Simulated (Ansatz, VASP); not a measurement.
**Mg: VASP beside Ansatz**

```
Mg
1.0
    -1.83599    1.83599    1.67940
     1.83599   -1.83599    1.67940
     1.83599    1.83599   -1.67940
Mg
1
Cartesian
  0.0000 0.0000 0.0000
```

Alike in both runs: task relaxation of cell and atoms; functional LDA; k mesh 11 × 11 × 11; occupations fermi-dirac, width 0.05 eV; no spin polarisation.

|  | VASP | Ansatz |
| --- | --- | --- |
| version | VASP 6.6.1 | Ansatz 0.2.0 |
| potentials or method | VASP PAW LDA potentials, release 64 (Mg) | Ansatz PAW |
| plane-wave cutoff (eV) | 600 | 420 |
| valence electrons in the cell | 2 | 10 |

```csv
,VASP,Ansatz,Ansatz less VASP
"gap on the k mesh at the Fermi level, each at its own relaxed structure (eV)",none,none,-
relaxed volume (Å³/atom),21.33,21.51,+0.176
relaxed length of the cell vector where the two differ most in proportion (Å),3.026,3.034,+0.0083
```

LDA's correlation is that of Perdew and Zunger in VASP and of Perdew and Wang (1992) in Ansatz. A gap of «none» marks a metal or a gap that the smearing closes. VASP's potentials hold 2 valence electrons a cell and Ansatz's 10, so a difference there can come from the potentials and not from the codes.

Noted on Ansatz's run: the plane-wave basis is chosen anew once the cell has moved, so the energies of steps on either side of that aren't comparable.
